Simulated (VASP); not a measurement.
# BaTe in VASP: further runs

Runs on BaTe. Level: PBE. Tasks: single point.

All numbers are computed with VASP 6.6.1; they aren't measurements. Logs are shortened: lines on timing, memory, paths and dates and some standing lists are left out, and cuts for length are marked.

## Step 1: The cell of the first run

The structure is cubic, space group Fm-3m (No. 225). The conventional cell has a = 6.959 Å, b = 6.959 Å, c = 6.959 Å, α = 90.00°, β = 90.00°, γ = 90.00°. Within 4.6 Å of Ba (site symmetry m-3m) lie 6 Te at 3.48 Å. Within 4.6 Å of Te (site symmetry m-3m) lie 6 Ba at 3.48 Å.

## Step 2: Single point, PBE (strain -1.5%)

File INCAR:

```
SYSTEM = BaTe
ALGO = Normal
EDIFF = 1E-7
ENCUT = 520
GGA = PE
ISIF = 2
ISMEAR = 0
LASPH = .TRUE.
LCHARG = .FALSE.
LREAL = .FALSE.
LWAVE = .FALSE.
NBANDS = 15
NELM = 80
PREC = Accurate
SIGMA = 0.01
```

File KPOINTS:

```
k-points
0
G
  4 4 4
  0 0 0
```

File POSCAR:

```
BaTe
1.0
    0.0000000000      3.4794010225      3.4794010225
    3.4794010225      0.0000000000      3.4794010225
    3.4794010225      3.4794010225      0.0000000000
Ba Te
1 1
Direct
    0.0000000000      0.0000000000      0.0000000000
    0.5000000000      0.5000000000      0.5000000000
```

Potentials or basis: VASP PAW PBE potentials, release 64 (Ba_sv, Te).

Started as:

```bash
$ cat potpaw_PBE.64/Ba_sv/POTCAR potpaw_PBE.64/Te/POTCAR > POTCAR
$ mpirun -np 1 vasp_std > vasp.out
```

OUTCAR:

```text
SYSTEM = BaTe
   EDIFF = 1E-7
   ENCUT = 520
   GGA = PE
   ISIF = 2
   ISMEAR = 0
   LASPH = .TRUE.
   LREAL = .FALSE.
   NELM = 80
   PREC = Accurate

 ion  position               nearest neighbor table
   1  0.000  0.000  0.000-   2 3.48   2 3.48   2 3.48   2 3.48   2 3.48   2 3.48
   2  0.500  0.500  0.500-   1 3.48   1 3.48   1 3.48   1 3.48   1 3.48   1 3.48

  LATTYP: Found a face centered cubic cell.
 ALAT       =     6.9588020450

  Lattice vectors:

 A1 = (   0.0000000000,   3.4794010225,   3.4794010225)
 A2 = (   3.4794010225,   0.0000000000,   3.4794010225)
 A3 = (   3.4794010225,   3.4794010225,   0.0000000000)

Analysis of symmetry for initial positions (statically):
=====================================================================
 Subroutine PRICEL returns:
 Original cell was already a primitive cell.

 Routine SETGRP: Setting up the symmetry group for a
 face centered cubic supercell.

 Subroutine GETGRP returns: Found 48 space group operations
 (whereof 48 operations were pure point group operations)
 out of a pool of 48 trial point group operations.

The static configuration has the point symmetry O_h .

Analysis of symmetry for dynamics (positions and initial velocities):
=====================================================================
 Subroutine PRICEL returns:
 Original cell was already a primitive cell.

 Routine SETGRP: Setting up the symmetry group for a
 face centered cubic supercell.

 Subroutine GETGRP returns: Found 48 space group operations
 (whereof 48 operations were pure point group operations)
 out of a pool of 48 trial point group operations.

The dynamic configuration has the point symmetry O_h .

 Subroutine INISYM returns: Found 48 space group operations
 (whereof 48 operations are pure point group operations),
 and found     1 'primitive' translations

----------------------------------------------------------------------------------------

                                     Primitive cell

  volume of cell :      84.2449

  direct lattice vectors                    reciprocal lattice vectors
     0.000000000  3.479401022  3.479401022    -0.143702895  0.143702895  0.143702895
     3.479401022  0.000000000  3.479401022     0.143702895 -0.143702895  0.143702895
     3.479401022  3.479401022  0.000000000     0.143702895  0.143702895 -0.143702895

  length of vectors
     4.920616115  4.920616115  4.920616115     0.248900715  0.248900715  0.248900715
[... 73 lines left out ...]
   TEBEG  =    0.0;   TEEND  =   0.0 temperature during run
   PSTRESS=    0.0 pullay stress
   NELECT =      16.0000    total number of electrons
   NUPDOWN=      -1.0000    fix difference up-down
   EMIN   =  10.00;   EMAX   =-10.00  energy-range for DOS
   EFERMI =   0.00;   METHOD = LEGACY
   ISMEAR =     0;   SIGMA  =   0.01  broadening in eV -4-tet -1-fermi 0-gaus
   EFERMI_NEDOS =   21; number of points for ismear=-14 and -15
   IALGO  =     38    algorithm
   IMIX   =      4    mixing-type and parameters
     AMIX     =   0.40;   BMIX     =  1.00
     AMIX_MAG =   1.60;   BMIX_MAG =  1.00
  volume/ion in A,a.u.               =      42.12       284.26
  Fermi-wavevector in a.u.,A,eV,Ry     =   0.941023  1.778276 12.048295  0.885525
  Thomas-Fermi vector in A             =   2.068493
   LORBIT       =      0    0 simple, 1 ext, 2 COOP (PROOUT), +10 PAW based schemes
   GGA     = PE    functional components
   LHFCALC =     F    Hartree Fock is set to
   AEXX    =    0.0000 exact exchange contribution
   IVDW    =     0    specifies the selected vdW correction
   LEPSILON=     F    determine dielectric tensor
   LRPA    =     F    only Hartree local field effects (RPA)
 non-spin polarized calculation
 Gauss-broadening in eV      SIGMA  =   0.01
  energy-cutoff  :      520.00
  volume of cell :       84.24
 maximum number of plane-waves:      2280
 NGX is ok and might be reduce to    40
   NGX = 19   NGY = 19   NGZ = 19

 number of electron      16.0000000 magnetization

 Free energy of the ion-electron system (eV)
  ---------------------------------------------------
  ext. energy  EPLUGINS =         0.00000000
  ---------------------------------------------------
  free energy    TOTEN  =        -8.59355125 eV

  energy without entropy =       -8.59355125  energy(sigma->0) =       -8.59355125

 E-fermi :   2.5041     XC(G=0):  -8.3143

 val. band max:        2.3988708462   @ k =   0.0000   0.0000   0.0000
 cond. band min:       3.8710865911   @ k =   0.5000   0.5000   0.0000
 fundamental gap:      1.4722157449
 Fermi energy:         2.5040572456

 k-point     1 :       0.0000    0.0000    0.0000
  band No.  band energies     occupation
      1     -24.5880      2.00000
      2      -9.7445      2.00000
      3      -9.7445      2.00000
      4      -9.7445      2.00000
      5      -7.1804      2.00000
      6       2.3989      2.00000
      7       2.3989      2.00000
      8       2.3989      2.00000
      9       5.3053      0.00000
     10       5.3053      0.00000
     11       5.3053      0.00000
     12       5.3757      0.00000
     13       5.9406      0.00000
     14       5.9406      0.00000
[... 113 lines left out ...]
      2      -9.9090      2.00000
      3      -9.9019      2.00000
      4      -9.9019      2.00000
      5      -6.7463      2.00000
      6       1.0826      2.00000
      7       1.4393      2.00000
      8       1.4393      2.00000
      9       5.9105      0.00000
     10       5.9105      0.00000
     11       7.2667      0.00000
     12       7.5951      0.00000
     13       8.2014      0.00000
     14      10.6734      0.00000
     15      10.7155      0.00000

------------------------ aborting loop because EDIFF is reached ----------------------------------------

  FORCE on cell =-STRESS in cart. coord.  units (eV):
  Direction    XX          YY          ZZ          XY          YZ          ZX
  --------------------------------------------------------------------------------------
  -------------------------------------------------------------------------------------
  Total        0.9738232      0.9738232      0.9738232     -0.0000000     -0.0000000      0.0000000
  in kB       18.5202662     18.5202662     18.5202662     -0.0000000     -0.0000000      0.0000000
  external PRESSURE =      18.5202662 kB  Pullay stress =       0.0000000 kB

 VOLUME and BASIS-vectors are now :
 -----------------------------------------------------------------------------
  energy-cutoff  :      520.00
  volume of cell :       84.24
      direct lattice vectors                 reciprocal lattice vectors
     0.000000000  3.479401022  3.479401022    -0.143702895  0.143702895  0.143702895
     3.479401022  0.000000000  3.479401022     0.143702895 -0.143702895  0.143702895
     3.479401022  3.479401022  0.000000000     0.143702895  0.143702895 -0.143702895

 POSITION                                       TOTAL-FORCE (eV/Angst)
 -----------------------------------------------------------------------------------
      0.00000      0.00000      0.00000         0.000000     -0.000000      0.000000
      3.47940      3.47940      3.47940        -0.000000      0.000000     -0.000000
 -----------------------------------------------------------------------------------
    total drift:                                0.000000     -0.000000     -0.000000

  FREE ENERGIE OF THE ION-ELECTRON SYSTEM (eV)
  ---------------------------------------------------
  free  energy   TOTEN  =        -8.5935512468 eV

  energy  without entropy=       -8.5935512468  energy(sigma->0) =       -8.59355125
```

OSZICAR:

```text
N       E                     dE             d eps       ncg     rms          rms(c)
DAV:   1     0.819216209003E+02    0.81922E+02   -0.64543E+03   240   0.897E+02
DAV:   2    -0.372250621518E+01   -0.85644E+02   -0.78585E+02   317   0.157E+02
DAV:   3    -0.858605720505E+01   -0.48636E+01   -0.48433E+01   327   0.383E+01
DAV:   4    -0.869196410133E+01   -0.10591E+00   -0.10589E+00   298   0.551E+00
DAV:   5    -0.869349295146E+01   -0.15289E-02   -0.15288E-02   358   0.606E-01    0.380E+00
DAV:   6    -0.858505412029E+01    0.10844E+00   -0.12454E-01   282   0.177E+00    0.251E+00
DAV:   7    -0.858704753781E+01   -0.19934E-02   -0.11063E-01   303   0.186E+00    0.817E-01
DAV:   8    -0.859288897358E+01   -0.58414E-02   -0.13989E-02   261   0.781E-01    0.203E-01
DAV:   9    -0.859335068740E+01   -0.46171E-03   -0.76348E-04   310   0.184E-01    0.593E-02
DAV:  10    -0.859353157529E+01   -0.18089E-03   -0.24555E-04   269   0.105E-01    0.181E-02
DAV:  11    -0.859355339453E+01   -0.21819E-04   -0.50641E-05   303   0.401E-02    0.201E-02
DAV:  12    -0.859355063682E+01    0.27577E-05   -0.10465E-05   282   0.182E-02    0.942E-03
DAV:  13    -0.859355115396E+01   -0.51715E-06   -0.55328E-07   289   0.470E-03    0.192E-03
DAV:  14    -0.859355124683E+01   -0.92868E-07   -0.19123E-08   204   0.901E-04
   1 F= -.85935512E+01 E0= -.85935512E+01  d E =-.235091E-51
```

stdout:

```text
POSCAR found type information on POSCAR BaTe
 POSCAR found :  2 types and       2 ions
 scaLAPACK will be used
 LDA part: xc-table for (Slater+PW92), standard interpolation
 POSCAR, INCAR and KPOINTS ok, starting setup
 FFT: planning ... GRIDC
 FFT: planning ... GRID_SOFT
 FFT: planning ... GRID
 WAVECAR not read
 entering main loop
```

Run time: 15 s. Hardware: 1 thread of Intel Xeon 8259CL, shared host; peak memory 0.23 GiB.

What came out:

```
Free energy            : -8.5936 eV
Pressure               : 1.9 GPa
Band gap on the k mesh : 1.47 eV (least direct gap 1.86 eV)
```

Caveat: the cell differs from its parent crystal (strain -1.5%); spin-orbit coupling is left out, which moves the levels of the heavy elements. A k mesh can miss the band edges.

## Step 3: Single point, PBE (strain +3.0%)

File INCAR:

```
PREC     = Accurate       # precision mode
ENCUT    = 520            # plane-wave cutoff, eV
EDIFF    = 1E-7           # SCF threshold, eV
ISMEAR   = 0              # smearing method
SIGMA    = 0.01           # smearing width, eV
LREAL    = F              # projectors in reciprocal space
LASPH    = T              # aspherical terms in the spheres
NELM     = 100            # most SCF steps
ALGO     = Normal         # electronic algorithm
ISIF     = 2              # what is computed and relaxed
LWAVE    = F              # write WAVECAR
LCHARG   = F              # write CHGCAR
GGA      = PE             # functional
NBANDS   = 15             # bands
```

File KPOINTS:

```
Automatic mesh
0
Gamma
  4 4 4
```

File POSCAR:

```
BaTe
1.0
    0.0000000000      3.6383584296      3.6383584296
    3.6383584296      0.0000000000      3.6383584296
    3.6383584296      3.6383584296      0.0000000000
Ba Te
1 1
Direct
    0.0000000000      0.0000000000      0.0000000000
    0.5000000000      0.5000000000      0.5000000000
```

Potentials or basis: VASP PAW PBE potentials, release 64 (Ba_sv, Te).

Started as:

```bash
$ cat potpaw_PBE.64/Ba_sv/POTCAR potpaw_PBE.64/Te/POTCAR > POTCAR
$ mpirun -np 1 vasp_std > vasp.out
```

It took 18 s on 1 thread of Intel Xeon 8259CL, shared host; peak memory 0.23 GiB.

The run converged. Its results:

```
Free energy            : -8.5775 eV
Pressure               : -1.8 GPa
Band gap on the k mesh : 1.73 eV (least direct gap 2.11 eV)
```

Levels at points of the mesh, in eV from the valence-band top:
```tsv
k point	band 6	band 7	band 8	band 9	band 10	band 11
(0.00, 0.00, 0.00)	0.00	0.00	0.00	2.48	2.96	2.96
(0.50, 0.00, 0.00)	-1.94	-0.92	-0.92	4.02	4.46	4.61
(0.50, 0.50, 0.00)	-1.08	-0.37	-0.37	1.73	4.15	4.22
```

Caveat: the cell differs from its parent crystal (strain +3.0%); spin-orbit coupling is left out, which moves the levels of the heavy elements. A k mesh can miss the band edges.

(Part 1 of 3 ends here.)
